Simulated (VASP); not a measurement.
# PbS (Pm-3m) in VASP: settings compared

PbS is run at these levels: PBE0, PBE; tasks: single point.

Everything below comes from runs of VASP 6.6.1. Logs are shortened: lines on timing, memory, paths and dates and some standing lists are left out, and cuts for length are marked.

## Step 1: The cell of the first run

The structure is cubic, space group Pm-3m (No. 221). The conventional cell has a = 3.702 Å, b = 3.702 Å, c = 3.702 Å, α = 90.00°, β = 90.00°, γ = 90.00°. Pb (site symmetry m-3m) has 8 S at 3.21 Å and 6 Pb at 3.70 Å within 4.2 Å. Within 4.2 Å of S (site symmetry m-3m) lie 8 Pb at 3.21 Å and 6 S at 3.70 Å.

## Step 2: Single point, PBE0

POSCAR

```
PbS
1.0
    3.7017389742      0.0000000000      0.0000000000
    0.0000000000      3.7017389742      0.0000000000
    0.0000000000      0.0000000000      3.7017389742
Pb S
1 1
Direct
    0.0000000000      0.0000000000      0.0000000000
    0.5000000000      0.5000000000      0.5000000000
```

INCAR.step1

```
PREC = Accurate
ENCUT = 520
EDIFF = 1E-5
ISMEAR = -1
SIGMA = 0.05
LREAL = False
LASPH = True
NELM = 80
ALGO = Normal
ISIF = 2
LWAVE = True
LCHARG = False
GGA = PE
NBANDS = 17
```

INCAR.step2

```
PREC = Accurate
ENCUT = 520
EDIFF = 1E-6
ISMEAR = -1
SIGMA = 0.05
LREAL = False
LASPH = True
NELM = 80
ALGO = Normal
ISIF = 2
LWAVE = False
LCHARG = False
GGA = PE
LHFCALC = True
AEXX = 0.25
PRECFOCK = Normal
ISTART = 1
NBANDS = 17
```

KPOINTS

```
Automatic mesh
0
Gamma
  4 4 4
```

Potentials or basis: VASP PAW PBE potentials, release 64 (Pb_d, S).

Launch:

```console
$ cat potpaw_PBE.64/Pb_d/POTCAR potpaw_PBE.64/S/POTCAR > POTCAR
$ cp INCAR.step1 INCAR
$ mpirun -np 1 vasp_std > vasp.out
$ cp INCAR.step2 INCAR
$ mpirun -np 1 vasp_std > vasp.out
```

OUTCAR:

```text
PREC = Accurate
   ENCUT = 520
   EDIFF = 1E-6
   ISMEAR = -1
   LREAL = False
   LASPH = True
   NELM = 80
   ISIF = 2
   GGA = PE
   LHFCALC = True
   AEXX = 0.25
   PRECFOCK = Normal
   ISTART = 1

 ion  position               nearest neighbor table
   1  0.000  0.000  0.000-   2 3.21   2 3.21   2 3.21   2 3.21   2 3.21   2 3.21   2 3.21   2 3.21

   2  0.500  0.500  0.500-   1 3.21   1 3.21   1 3.21   1 3.21   1 3.21   1 3.21   1 3.21   1 3.21

  LATTYP: Found a simple cubic cell.
 ALAT       =     3.7017389742

  Lattice vectors:

 A1 = (   3.7017389742,   0.0000000000,   0.0000000000)
 A2 = (   0.0000000000,   3.7017389742,   0.0000000000)
 A3 = (   0.0000000000,   0.0000000000,   3.7017389742)

Analysis of symmetry for initial positions (statically):
=====================================================================
 Subroutine PRICEL returns:
 Original cell was already a primitive cell.

 Routine SETGRP: Setting up the symmetry group for a
 simple cubic supercell.

 Subroutine GETGRP returns: Found 48 space group operations
 (whereof 48 operations were pure point group operations)
 out of a pool of 48 trial point group operations.

The static configuration has the point symmetry O_h .

Analysis of symmetry for dynamics (positions and initial velocities):
=====================================================================
 Subroutine PRICEL returns:
 Original cell was already a primitive cell.

 Routine SETGRP: Setting up the symmetry group for a
 simple cubic supercell.

 Subroutine GETGRP returns: Found 48 space group operations
 (whereof 48 operations were pure point group operations)
 out of a pool of 48 trial point group operations.

The dynamic configuration has the point symmetry O_h .

 Subroutine INISYM returns: Found 48 space group operations
 (whereof 48 operations are pure point group operations),
 and found     1 'primitive' translations

----------------------------------------------------------------------------------------

                                     Primitive cell

  volume of cell :      50.7245

  direct lattice vectors                    reciprocal lattice vectors
     3.701738974  0.000000000  0.000000000     0.270143305  0.000000000  0.000000000
     0.000000000  3.701738974  0.000000000     0.000000000  0.270143305  0.000000000
     0.000000000  0.000000000  3.701738974     0.000000000  0.000000000  0.270143305

  length of vectors
     3.701738974  3.701738974  3.701738974     0.270143305  0.270143305  0.270143305

  position of ions in fractional coordinates (direct lattice)
     0.000000000  0.000000000  0.000000000
     0.500000000  0.500000000  0.500000000

  ion indices of the primitive-cell ions
   primitive index   ion index
                 1           1
                 2           2

----------------------------------------------------------------------------------------

 KPOINTS: Automatic mesh

Automatic generation of k-mesh.
 Grid dimensions read from file:
 generate k-points for:    4    4    4

 Generating k-lattice:

  Cartesian coordinates                     Fractional coordinates (reciprocal lattice)
     0.067535826  0.000000000  0.000000000     0.250000000  0.000000000  0.000000000
     0.000000000  0.067535826  0.000000000     0.000000000  0.250000000  0.000000000
     0.000000000  0.000000000  0.067535826     0.000000000  0.000000000  0.250000000

  Length of vectors
     0.067535826  0.067535826  0.067535826

  Shift w.r.t. Gamma in fractional coordinates (k-lattice)
     0.000000000  0.000000000  0.000000000

 Subroutine IBZKPT returns following result:
 ===========================================

 Found     10 irreducible k-points:

 Following reciprocal coordinates:
            Coordinates               Weight
  0.000000  0.000000  0.000000      1.000000
  0.250000  0.000000  0.000000      6.000000
  0.500000  0.000000  0.000000      3.000000
  0.250000  0.250000  0.000000     12.000000
  0.500000  0.250000  0.000000     12.000000
  0.500000  0.500000  0.000000      3.000000
  0.250000  0.250000  0.250000      8.000000
  0.500000  0.250000  0.250000     12.000000
  0.500000  0.500000  0.250000      6.000000
  0.500000  0.500000  0.500000      1.000000
   k-points           NKPTS =     10   k-points in BZ     NKDIM =     64   number of bands    NBANDS=     17
   number of dos      NEDOS =    301   number of ions     NIONS =      2
   total plane-waves  NPLWV =  21952
   dimension x,y,z NGX =    28 NGY =   28 NGZ =   28
   dimension x,y,z NGXF=    56 NGYF=   56 NGZF=   56
   ions per type =               1   1
   NGX,Y,Z   is equivalent  to a cutoff of  12.57, 12.57, 12.57 a.u.
   NGXF,Y,Z  is equivalent  to a cutoff of  25.15, 25.15, 25.15 a.u.
 SYSTEM =  unknown system
   PREC   = accura    normal or accurate (medium, high low for compatibility)
   ISTART =      1    job   : 0-new  1-cont  2-samecut
   ICHARG =      0    charge: 1-file 2-atom 10-const
   ISPIN  =      1    spin polarized calculation?
   LNONCOLLINEAR =      F non collinear calculations
   LSORBIT =      F    spin-orbit coupling
   LASPH  =      T    aspherical Exc in radial PAW
   ENCUT  =  520.0 eV  38.22 Ry    6.18 a.u.   6.88  6.88  6.88*2*pi/ulx,y,z
   NELM   =     80;   NELMIN=  2; NELMDL=  0     # of ELM steps
   EDIFF  = 0.1E-05   stopping-criterion for ELM
   LREAL  =      F    real-space projection
   EDIFFG = 0.1E-04   stopping-criterion for IOM
   NSW    =      0    number of steps for IOM
   IBRION =     -1    ionic relax: 0-MD 1-quasi-New 2-CG
   NFREE  =      0    steps in history (QN), initial steepest desc. (CG)
   ISIF   =      2    stress and relaxation
   ISYM   =      3    0-nonsym 1-usesym 2-fastsym
   POTIM  = 0.5000    time-step for ionic-motion
   TEBEG  =    0.0;   TEEND  =   0.0 temperature during run
   PSTRESS=    0.0 pullay stress
   NELECT =      20.0000    total number of electrons
   NUPDOWN=      -1.0000    fix difference up-down
   EMIN   =  10.00;   EMAX   =-10.00  energy-range for DOS
   EFERMI =   0.00;   METHOD = LEGACY
   ISMEAR =    -1;   SIGMA  =   0.05  broadening in eV -4-tet -1-fermi 0-gaus
   EFERMI_NEDOS =   21; number of points for ismear=-14 and -15
   IALGO  =     38    algorithm
   IMIX   =      1    mixing-type and parameters
     AMIX     =   0.40;   BMIX     =  1.00
     AMIX_MAG =   1.60;   BMIX_MAG =  1.00
  volume/ion in A,a.u.               =      25.36       171.15
  Fermi-wavevector in a.u.,A,eV,Ry     =   1.200455  2.268530 19.607234  1.441091
  Thomas-Fermi vector in A             =   2.336290
   LORBIT       =      0    0 simple, 1 ext, 2 COOP (PROOUT), +10 PAW based schemes
   GGA     = PE    functional components
   LHFCALC =     T    Hartree Fock is set to
   PRECFOCK=normal    Normal, Fast or Accurate (Low or Medium for compatibility)
   ENCUT4O =  -1.0   cutoff for four orbital integrals eV
   NKREDX  =     1    reduce k-point grid by
   NKREDY  =     1    reduce k-point grid by
   NKREDZ  =     1    reduce k-point grid by
   AEXX    =    0.2500 exact exchange contribution
   HFSCREEN=    0.0000 screening length (either q_TF or 0.3 A-1)
   HFSCREENC=   0.0000 screening length for correlation (either q_TF or 0.3 A-1)
   ENCUTFOCK=  -1.0 apply spherical cutoff to Coloumb kernel
   IVDW    =     0    specifies the selected vdW correction
   LEPSILON=     F    determine dielectric tensor
   LRPA    =     F    only Hartree local field effects (RPA)
 non-spin polarized calculation
  energy-cutoff  :      520.00
  volume of cell :       50.72
 maximum number of plane-waves:      1406
 NGX is ok and might be reduce to    28
  NGX = 24; NGY = 24; NGZ = 24

 number of electron      20.0000004 magnetization

 Free energy of the ion-electron system (eV)
  ---------------------------------------------------
  ext. energy  EPLUGINS =         0.00000000
  ---------------------------------------------------
  free energy    TOTEN  =       -10.80938781 eV

  energy without entropy =      -10.80936635  energy(sigma->0) =      -10.80937708

 E-fermi :   5.2560     XC(G=0):  -7.8780

 val. band max:        4.8378652329   @ k =   0.5000   0.0000   0.0000
 cond. band min:       5.6722449621   @ k =   0.5000   0.5000   0.5000
 fundamental gap:      0.8343797291
 Fermi energy:         5.2560433997

 k-point     1 :       0.0000    0.0000    0.0000
  band No.  band energies     occupation
      1     -13.8355      2.00000
      2     -13.8355      2.00000
      3     -13.6507      2.00000
      4     -13.6507      2.00000
      5     -13.6507      2.00000
      6      -9.3475      2.00000
[... 9 lines left out ...]
     16      18.9254      0.00000
     17      19.5976      0.00000

 k-point     2 :       0.2500    0.0000    0.0000
  band No.  band energies     occupation
      1     -13.8311      2.00000
      2     -13.7657      2.00000
      3     -13.6770      2.00000
      4     -13.6770      2.00000
      5     -13.6481      2.00000
      6      -8.8301      2.00000
[... 9 lines left out ...]
     16      17.7621      0.00000
     17      19.4495      0.00000

 k-point     3 :       0.5000    0.0000    0.0000
  band No.  band energies     occupation
      1     -13.8267      2.00000
      2     -13.7032      2.00000
      3     -13.7032      2.00000
      4     -13.6967      2.00000
      5     -13.6454      2.00000
      6      -8.0461      2.00000
[... 9 lines left out ...]
     16      19.6753      0.00000
     17      20.2858      0.00000

 k-point     4 :       0.2500    0.2500    0.0000
  band No.  band energies     occupation
      1     -13.7957      2.00000
      2     -13.7247      2.00000
      3     -13.7167      2.00000
      4     -13.6745      2.00000
      5     -13.6712      2.00000
      6      -8.3546      2.00000
[... 9 lines left out ...]
     16      16.7527      0.00000
     17      17.1134      0.00000
[... 63 lines left out ...]
      1     -13.7500      2.00000
      2     -13.7332      2.00000
      3     -13.7176      2.00000
      4     -13.6987      2.00000
      5     -13.6464      2.00000
      6      -7.4483      2.00000
[... 9 lines left out ...]
     16      17.0346      0.00000
     17      20.4126      0.00000

 k-point     9 :       0.5000    0.5000    0.2500
  band No.  band energies     occupation
      1     -13.7846      2.00000
      2     -13.7280      2.00000
      3     -13.7280      2.00000
      4     -13.6804      2.00000
      5     -13.6037      2.00000
      6      -7.1687      2.00000
[... 9 lines left out ...]
     16      18.4884      0.00000
     17      21.1534      0.00000

 k-point    10 :       0.5000    0.5000    0.5000
  band No.  band energies     occupation
      1     -13.7638      2.00000
      2     -13.7638      2.00000
      3     -13.7638      2.00000
      4     -13.6018      2.00000
      5     -13.6018      2.00000
      6      -7.0337      2.00000
[... 9 lines left out ...]
     16      20.3164      0.00000
     17      23.5125      0.00000

------------------------ aborting loop because EDIFF is reached ----------------------------------------

  FORCE on cell =-STRESS in cart. coord.  units (eV):
  Direction    XX          YY          ZZ          XY          YZ          ZX
  --------------------------------------------------------------------------------------
  -------------------------------------------------------------------------------------
  Total       -0.9982363     -0.9982363     -0.9982363     -0.0000000      0.0000000      0.0000000
  in kB      -31.5301899    -31.5301899    -31.5301899     -0.0000000      0.0000000      0.0000000
  external PRESSURE =     -31.5301899 kB  Pullay stress =       0.0000000 kB

 VOLUME and BASIS-vectors are now :
 -----------------------------------------------------------------------------
  energy-cutoff  :      520.00
  volume of cell :       50.72
      direct lattice vectors                 reciprocal lattice vectors
     3.701738974  0.000000000  0.000000000     0.270143305  0.000000000  0.000000000
     0.000000000  3.701738974  0.000000000     0.000000000  0.270143305  0.000000000
     0.000000000  0.000000000  3.701738974     0.000000000  0.000000000  0.270143305

 POSITION                                       TOTAL-FORCE (eV/Angst)
 -----------------------------------------------------------------------------------
      0.00000      0.00000      0.00000         0.000000      0.000000      0.000000
      1.85087      1.85087      1.85087         0.000000      0.000000      0.000000
 -----------------------------------------------------------------------------------
    total drift:                                0.000000     -0.000000     -0.000000

  FREE ENERGIE OF THE ION-ELECTRON SYSTEM (eV)
  ---------------------------------------------------
  free  energy   TOTEN  =       -10.8093878135 eV

  energy  without entropy=      -10.8093663503  energy(sigma->0) =      -10.80937708
```

Run time: 11 min. Hardware: 1 thread of Intel Xeon Platinum 8259CL at 2.50GHz (Skylake/Cascade Lake), shared host; peak memory 0.18 GiB.

What came out:

```
Free energy            : -10.8094 eV
Pressure               : -3.2 GPa
Band gap on the k mesh : 0.83 eV (least direct gap 1.57 eV)
```

Caveat: the k points lie up to 0.42 Å⁻¹ apart; the PAW data sets were made with another functional, which shifts forces and pressure a little; spin-orbit coupling is left out, which moves the levels of the heavy elements.

(Part 1 of 2 ends here.)
